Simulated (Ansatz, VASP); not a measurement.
## C in VASP and in Ansatz

```
C
1.0
     2.46572    0.00000    0.00000
    -1.23286    2.13538    0.00000
     0.00000    0.00000   17.50000
C
4
Direct
  0.33333 0.66667 0.25714
  0.66667 0.33333 0.25714
  0.33333 0.83333 0.46057
  0.66667 0.50000 0.46057
```

Alike in both runs: task single point; functional PBE; dispersion D3(BJ); k mesh 15 × 15 × 1; occupations gaussian, width 0.1 eV; no spin polarisation.

|  | VASP | Ansatz |
| --- | --- | --- |
| version | VASP 6.6.1 | Ansatz 0.2.0 |
| potentials or method | VASP PAW PBE potentials, release 64 (C), cutoff 520 eV | scalar-relativistic, plane waves, PAW |
| valence electrons in the cell | 16 | 16 |

```csv
,VASP,Ansatz,Ansatz less VASP
gap on the k mesh at the Fermi level (eV),0.41,0.41,0.000
least direct gap on the mesh (eV),0.41,0.41,0.000
rms of the force components (eV/Å),0.004,0.004,0.0000
```

Atom by atom the forces differ by 0.000 eV/Å (rms over components).
